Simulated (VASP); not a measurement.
# SiNi2 (Pnma) in VASP: single point with r2SCAN+U

Aim: the single point of SiNi2 with r2SCAN+U.

Everything below comes from runs of VASP 6.6.1. Logs are shortened: lines on timing, memory, paths and dates and some standing lists are left out, and cuts for length are marked.

**1. The cell of the first run**

Symmetry: Pnma, No. 62, orthorhombic system. The conventional cell has a = 4.990 Å, b = 3.720 Å, c = 7.030 Å, α = 90.00°, β = 90.00°, γ = 90.00°. Within 3.0 Å of Ni (site symmetry m) lie 5 Si at 2.28 to 2.71 Å and 8 Ni at 2.53 to 2.71 Å. Ni (site symmetry m) has 5 Si at 2.34 to 2.57 Å and 8 Ni at 2.53 to 2.71 Å within 3.1 Å. Si (site symmetry m) has 10 Ni at 2.28 to 2.71 Å within 3.0 Å.

**2. Single point, r2SCAN+U, collinear spin, antiferromagnetic start**

Input file POSCAR:

```
SiNi2
1.0
    4.9900000000      0.0000000000      0.0000000000
    0.0000000000      3.7200000000      0.0000000000
    0.0000000000      0.0000000000      7.0300000000
Ni Si
8 4
Direct
    0.3250000000      0.7500000000      0.9370000000
    0.6750000000      0.2500000000      0.0630000000
    0.1750000000      0.2500000000      0.4370000000
    0.8250000000      0.7500000000      0.5630000000
    0.4580000000      0.7500000000      0.2970000000
    0.5420000000      0.2500000000      0.7030000000
    0.0420000000      0.2500000000      0.7970000000
    0.9580000000      0.7500000000      0.2030000000
    0.7860000000      0.7500000000      0.8860000000
    0.2140000000      0.2500000000      0.1140000000
    0.7140000000      0.2500000000      0.3860000000
    0.2860000000      0.7500000000      0.6140000000
```

Input file INCAR.step1:

```
SYSTEM = SiNi2
  PREC = Accurate
  ENCUT = 520
  ISMEAR = -1
  SIGMA = 0.05
  LREAL = .FALSE.
  LASPH = .TRUE.
  NELM = 150
  ISPIN = 2
  MAGMOM = 1 -1 1 -1 1 -1 1 -1 0 0 0 0
  LMAXMIX = 4
  LDAU = .TRUE.
  LDAUTYPE = 2
  LDAUL = 2 -1
  LDAUU = 3 0
  LDAUJ = 0 0
  NBANDS = 64
  GGA = PE
  ALGO = Normal
  EDIFF = 1E-4
  LWAVE = .TRUE.
  LCHARG = .FALSE.
```

Input file INCAR.step2:

```
SYSTEM = SiNi2
  PREC = Accurate
  ENCUT = 520
  EDIFF = 1E-7
  ISMEAR = -1
  SIGMA = 0.05
  LREAL = .FALSE.
  LASPH = .TRUE.
  NELM = 150
  ALGO = Normal
  ISIF = 2
  LWAVE = .FALSE.
  LCHARG = .FALSE.
  ISPIN = 2
  MAGMOM = 1 -1 1 -1 1 -1 1 -1 0 0 0 0
  LORBIT = 11
  LMAXMIX = 4
  LDAU = .TRUE.
  LDAUTYPE = 2
  LDAUL = 2 -1
  LDAUU = 3 0
  LDAUJ = 0 0
  LDAUPRINT = 1
  METAGGA = R2SCAN
  LMIXTAU = .TRUE.
  NBANDS = 64
  ISTART = 1
```

Input file KPOINTS:

```
Automatic mesh
0
G
  5 5 3
  0 0 0
```

Potentials or basis: VASP PAW PBE potentials, release 64 (Ni, Si).

Started as:

```console
> cat potpaw_PBE.64/Ni/POTCAR potpaw_PBE.64/Si/POTCAR > POTCAR
> cp INCAR.step1 INCAR
> mpirun -np 1 vasp_std > vasp.out
> cp INCAR.step2 INCAR
> mpirun -np 1 vasp_std > vasp.out
```

OUTCAR:

```text
SYSTEM = SiNi2
   PREC = Accurate
   ENCUT = 520
   EDIFF = 1E-7
   ISMEAR = -1
   LREAL = .FALSE.
   LASPH = .TRUE.
   NELM = 150
   ISIF = 2
   ISPIN = 2
   LORBIT = 11
   METAGGA = R2SCAN
   ISTART = 1

 ion  position               nearest neighbor table
   1  0.325  0.750  0.937-  12 2.28  10 2.31  10 2.31   9 2.33   7 2.53   7 2.53   5 2.62   8 2.62
                             2 2.70   2 2.70   6 2.71   6 2.71   9 2.71
   2  0.675  0.250  0.063-  11 2.28   9 2.31   9 2.31  10 2.33   8 2.53   8 2.53   6 2.62   7 2.62
                             1 2.70   1 2.70   5 2.71   5 2.71  10 2.71
   3  0.175  0.250  0.437-  10 2.28  12 2.31  12 2.31  11 2.33   5 2.53   5 2.53   7 2.62   6 2.62
                             4 2.70   4 2.70   8 2.71   8 2.71  11 2.71
   4  0.825  0.750  0.563-   9 2.28  11 2.31  11 2.31  12 2.33   6 2.53   6 2.53   8 2.62   5 2.62
                             3 2.70   3 2.70   7 2.71   7 2.71  12 2.71
   5  0.458  0.750  0.297-  11 2.34  11 2.34  12 2.39   3 2.53   3 2.53  10 2.57  10 2.57   8 2.58
                             8 2.58   1 2.62   4 2.62   2 2.71   2 2.71
   6  0.542  0.250  0.703-  12 2.34  12 2.34  11 2.39   4 2.53   4 2.53   9 2.57   9 2.57   7 2.58
                             7 2.58   2 2.62   3 2.62   1 2.71   1 2.71
   7  0.042  0.250  0.797-   9 2.34   9 2.34  10 2.39   1 2.53   1 2.53  12 2.57  12 2.57   6 2.58
                             6 2.58   3 2.62   2 2.62   4 2.71   4 2.71
   8  0.958  0.750  0.203-  10 2.34  10 2.34   9 2.39   2 2.53   2 2.53  11 2.57  11 2.57   5 2.58
                             5 2.58   4 2.62   1 2.62   3 2.71   3 2.71
   9  0.786  0.750  0.886-   4 2.28   2 2.31   2 2.31   1 2.33   7 2.34   7 2.34   8 2.39   6 2.57
                             6 2.57   1 2.71  12 3.14  12 3.14
  10  0.214  0.250  0.114-   3 2.28   1 2.31   1 2.31   2 2.33   8 2.34   8 2.34   7 2.39   5 2.57
                             5 2.57   2 2.71  11 3.14  11 3.14
  11  0.714  0.250  0.386-   2 2.28   4 2.31   4 2.31   3 2.33   5 2.34   5 2.34   6 2.39   8 2.57
                             8 2.57   3 2.71  10 3.14  10 3.14
  12  0.286  0.750  0.614-   1 2.28   3 2.31   3 2.31   4 2.33   6 2.34   6 2.34   5 2.39   7 2.57
                             7 2.57   4 2.71   9 3.14   9 3.14

  LATTYP: Found a simple orthorhombic cell.
 ALAT       =     3.7200000000
 B/A-ratio  =     1.3413978495
 C/A-ratio  =     1.8897849462

  Lattice vectors:

 A1 = (   0.0000000000,  -3.7200000000,   0.0000000000)
 A2 = (   4.9900000000,   0.0000000000,   0.0000000000)
 A3 = (   0.0000000000,   0.0000000000,   7.0300000000)

Analysis of symmetry for initial positions (statically):
=====================================================================
 Subroutine PRICEL returns:
 Original cell was already a primitive cell.

 Routine SETGRP: Setting up the symmetry group for a
 simple orthorhombic supercell.

 Subroutine GETGRP returns: Found  8 space group operations
 (whereof  2 operations were pure point group operations)
 out of a pool of  8 trial point group operations.

The static configuration has the point symmetry S_2 .
 The point group associated with its full space group is D_2h.

Analysis of symmetry for dynamics (positions and initial velocities):
=====================================================================
 Subroutine PRICEL returns:
 Original cell was already a primitive cell.

 Routine SETGRP: Setting up the symmetry group for a
 simple orthorhombic supercell.

 Subroutine GETGRP returns: Found  8 space group operations
 (whereof  2 operations were pure point group operations)
 out of a pool of  8 trial point group operations.

The dynamic configuration has the point symmetry S_2 .
 The point group associated with its full space group is D_2h.

Analysis of structural, dynamic, and magnetic symmetry:
=====================================================================
 Subroutine PRICEL returns:
 Original cell was already a primitive cell.

 Routine SETGRP: Setting up the symmetry group for a
 simple orthorhombic supercell.

 Subroutine GETGRP returns: Found  8 space group operations
 (whereof  2 operations were pure point group operations)
 out of a pool of  8 trial point group operations.

The overall configuration has the point symmetry S_2 .
[... 159 lines left out ...]
 onsite density matrix

spin component  1
[... 248 lines left out ...]
  o =  0.8340  v = -0.9924 -0.1230  0.0000  0.0000  0.0000  0.0000  0.0000  0.0000  0.0000  0.0000      0.0000  0.0000  0.0000  0.0000  0.0000  0.0000  0.0000  0.0000  0.0000  0.0000
  o =  0.8340  v =  0.0000  0.0000  0.0000  0.0000  0.0000 -0.9924 -0.1230  0.0000  0.0000  0.0000      0.0000  0.0000  0.0000  0.0000  0.0000  0.0000  0.0000  0.0000  0.0000  0.0000
  o =  0.8572  v =  0.0000  0.0000  0.3063  0.9098 -0.2801  0.0000  0.0000  0.0000  0.0000  0.0000      0.0000  0.0000  0.0000  0.0000  0.0000  0.0000  0.0000  0.0000  0.0000  0.0000
  o =  0.8572  v =  0.0000  0.0000  0.0000  0.0000  0.0000  0.0000  0.0000  0.3063  0.9098 -0.2801      0.0000  0.0000  0.0000  0.0000  0.0000  0.0000  0.0000  0.0000  0.0000  0.0000
  o =  0.8683  v =  0.0000  0.0000  0.8901 -0.1694  0.4231  0.0000  0.0000  0.0000  0.0000  0.0000      0.0000  0.0000  0.0000  0.0000  0.0000  0.0000  0.0000  0.0000  0.0000  0.0000
  o =  0.8683  v =  0.0000  0.0000  0.0000  0.0000  0.0000  0.0000  0.0000  0.8901 -0.1694  0.4231      0.0000  0.0000  0.0000  0.0000  0.0000  0.0000  0.0000  0.0000  0.0000  0.0000
  o =  0.8734  v =  0.1230 -0.9924  0.0000  0.0000  0.0000  0.0000  0.0000  0.0000  0.0000  0.0000      0.0000  0.0000  0.0000  0.0000  0.0000  0.0000  0.0000  0.0000  0.0000  0.0000
  o =  0.8734  v =  0.0000  0.0000  0.0000  0.0000  0.0000  0.1230 -0.9924  0.0000  0.0000  0.0000      0.0000  0.0000  0.0000  0.0000  0.0000  0.0000  0.0000  0.0000  0.0000  0.0000
  o =  0.8965  v =  0.0000 -0.0000  0.3375 -0.3790 -0.8617  0.0000  0.0000  0.0000  0.0000  0.0000      0.0000  0.0000  0.0000  0.0000  0.0000  0.0000  0.0000  0.0000  0.0000  0.0000
  o =  0.8965  v =  0.0000  0.0000  0.0000  0.0000  0.0000  0.0000 -0.0000  0.3375 -0.3790 -0.8617      0.0000  0.0000  0.0000  0.0000  0.0000  0.0000  0.0000  0.0000  0.0000  0.0000

 number of electron      95.9999953 magnetization       0.0000000

 Free energy of the ion-electron system (eV)
  ---------------------------------------------------
  ext. energy  EPLUGINS =         0.00000000
  ---------------------------------------------------
  free energy    TOTEN  =      -122.53785358 eV

  energy without entropy =     -122.48881187  energy(sigma->0) =     -122.51333272

 E-fermi :  10.6231     XC(G=0): -13.9317

 val. band max:       10.5824803067   @ k =   0.0000   0.2000   0.0000
 cond. band min:      10.6376136291   @ k =   0.2000   0.2000   0.0000
 fundamental gap:      0.0551333224
 Fermi energy:        10.6231493539

 spin component 1

 k-point     1 :       0.0000    0.0000    0.0000
  band No.  band energies     occupation
      1      -2.2835      1.00000
      2       0.3847      1.00000
      3       0.4032      1.00000
      4       2.2560      1.00000
      5       3.9134      1.00000
      6       4.2962      1.00000
[... 1123 lines left out ...]
     59      16.6384      0.00000
     60      16.8961      0.00000
 Fermi energy:        10.6231493539

 spin component 2

 k-point     1 :       0.0000    0.0000    0.0000
  band No.  band energies     occupation
      1      -2.2835      1.00000
      2       0.3847      1.00000
      3       0.4032      1.00000
      4       2.2560      1.00000
      5       3.9134      1.00000
      6       4.2962      1.00000
[... 1123 lines left out ...]
     59      16.6384      0.00000
     60      16.8961      0.00000
 [bands above 60 left out]

------------------------ aborting loop because EDIFF is reached ----------------------------------------

  FORCE on cell =-STRESS in cart. coord.  units (eV):
  Direction    XX          YY          ZZ          XY          YZ          ZX
  --------------------------------------------------------------------------------------
  -------------------------------------------------------------------------------------
  Total       -8.7748641     -8.3213717     -7.9507819      0.0000000      0.0000000      0.0000000
  in kB     -107.7338473   -102.1660711    -97.6161364      0.0000000      0.0000000      0.0000000
  external PRESSURE =    -102.5053516 kB  Pullay stress =       0.0000000 kB

 VOLUME and BASIS-vectors are now :
 -----------------------------------------------------------------------------
  energy-cutoff  :      520.00
  volume of cell :      130.50
      direct lattice vectors                 reciprocal lattice vectors
     4.990000000  0.000000000  0.000000000     0.200400802  0.000000000  0.000000000
     0.000000000  3.720000000  0.000000000     0.000000000  0.268817204  0.000000000
     0.000000000  0.000000000  7.030000000     0.000000000  0.000000000  0.142247511

 POSITION                                       TOTAL-FORCE (eV/Angst)
 -----------------------------------------------------------------------------------
      1.62175      2.79000      6.58711         0.231178      0.000000      0.205902
      3.36825      0.93000      0.44289        -0.231178     -0.000000     -0.205902
      0.87325      0.93000      3.07211        -0.231178     -0.000000      0.205902
      4.11675      2.79000      3.95789         0.231178      0.000000     -0.205902
      2.28542      2.79000      2.08791         0.090729      0.000000     -0.084970
      2.70458      0.93000      4.94209        -0.090729      0.000000      0.084970
      0.20958      0.93000      5.60291        -0.090729     -0.000000     -0.084970
      4.78042      2.79000      1.42709         0.090729      0.000000      0.084970
      3.92214      2.79000      6.22858        -0.096340     -0.000000      0.062650
      1.06786      0.93000      0.80142         0.096340      0.000000     -0.062650
      3.56286      0.93000      2.71358         0.096340      0.000000      0.062650
      1.42714      2.79000      4.31642        -0.096340     -0.000000     -0.062650
 -----------------------------------------------------------------------------------
    total drift:                               -0.000000      0.000000      0.000000

  FREE ENERGIE OF THE ION-ELECTRON SYSTEM (eV)
  ---------------------------------------------------
  free  energy   TOTEN  =      -122.5378535778 eV

  energy  without entropy=     -122.4888118672  energy(sigma->0) =     -122.51333272

 total charge

# of ion       s       p       d       tot
------------------------------------------
    1        0.479   0.588   8.647   9.715
    2        0.479   0.588   8.647   9.715
    3        0.479   0.588   8.647   9.715
    4        0.479   0.588   8.647   9.715
    5        0.440   0.543   8.626   9.610
    6        0.440   0.543   8.626   9.610
    7        0.440   0.543   8.626   9.610
    8        0.440   0.543   8.626   9.610
    9        0.722   0.885   0.000   1.607
   10        0.722   0.885   0.000   1.607
   11        0.722   0.885   0.000   1.607
   12        0.722   0.885   0.000   1.607
--------------------------------------------------
tot          6.567   8.064  69.092  83.723

 magnetization (x)

# of ion       s       p       d       tot
------------------------------------------
    1       -0.000   0.000   0.000   0.000
    2        0.000  -0.000  -0.000  -0.000
    3       -0.000   0.000   0.000   0.000
    4        0.000  -0.000  -0.000  -0.000
    5        0.000   0.000   0.000   0.000
    6       -0.000  -0.000  -0.000  -0.000
    7        0.000   0.000   0.000   0.000
    8       -0.000  -0.000  -0.000  -0.000
    9       -0.000  -0.000   0.000  -0.000
   10        0.000   0.000   0.000   0.000
   11       -0.000  -0.000   0.000  -0.000
   12        0.000   0.000   0.000   0.000
--------------------------------------------------
tot          0.000   0.000   0.000   0.000
```

Wall time 40 min (1 thread of Oxide Virtual Turin-like, shared host); peak memory 0.4 GiB.

Results:

* Free energy: -122.5379 eV
* Pressure: -10.3 GPa
* Largest force: 0.310 eV/Å
* Band gap on the k mesh: zero (filled and empty bands overlap)
* Net moment: 0.00 μB per cell
* Valence electrons inside the program's atomic spheres: Ni 9.71, 9.61 (each value once); Si 1.61

Forces in eV/Å, atoms in the order of the input:
```
Ni   0.231  0.000  0.206
Ni  -0.231  0.000 -0.206
Ni  -0.231  0.000  0.206
Ni   0.231  0.000 -0.206
Ni   0.091  0.000 -0.085
Ni  -0.091  0.000  0.085
Ni  -0.091  0.000 -0.085
Ni   0.091  0.000  0.085
Si  -0.096  0.000  0.063
Si   0.096  0.000 -0.063
Si   0.096  0.000  0.063
Si  -0.096  0.000 -0.063
```

Levels at points of the mesh, in eV from the Fermi level:
Spin up:
```csv
k point,band 45,band 46,band 47,band 48,band 49,band 50,band 51,band 52
"(0.00, 0.00, 0.00)",-1.15,-1.10,-0.80,-0.39,0.85,0.97,2.38,2.47
```
Spin down:
```tsv
k point	band 44	band 45	band 46	band 47	band 48	band 49	band 50	band 51	band 52	band 53
(0.00, 0.00, 0.00)	-1.23	-1.15	-1.10	-0.80	-0.39	0.85	0.97	2.38	2.47	2.82
```

Eigenvalues of the final occupation matrices:
```tsv
site	spin	trace	eigenvalues
site 1 d	1	4.34	0.85 0.86 0.87 0.87 0.89
site 1 d	2	4.34	0.85 0.86 0.87 0.87 0.89
site 2 d	1	4.34	0.85 0.86 0.87 0.87 0.89
site 2 d	2	4.34	0.85 0.86 0.87 0.87 0.89
site 3 d	1	4.34	0.85 0.86 0.87 0.87 0.89
site 3 d	2	4.34	0.85 0.86 0.87 0.87 0.89
site 4 d	1	4.34	0.85 0.86 0.87 0.87 0.89
site 4 d	2	4.34	0.85 0.86 0.87 0.87 0.89
site 5 d	1	4.33	0.83 0.86 0.87 0.87 0.90
site 5 d	2	4.33	0.83 0.86 0.87 0.87 0.90
site 6 d	1	4.33	0.83 0.86 0.87 0.87 0.90
site 6 d	2	4.33	0.83 0.86 0.87 0.87 0.90
```

Caveat: the cell stands under tension; the moments typed at the start vanished in this run; the PAW data sets were made with another functional, which shifts forces and pressure a little; the U is typed as a test and isn't derived for this compound.

The gap in the log of VASP goes by the Fermi energy; the results here count the filled bands.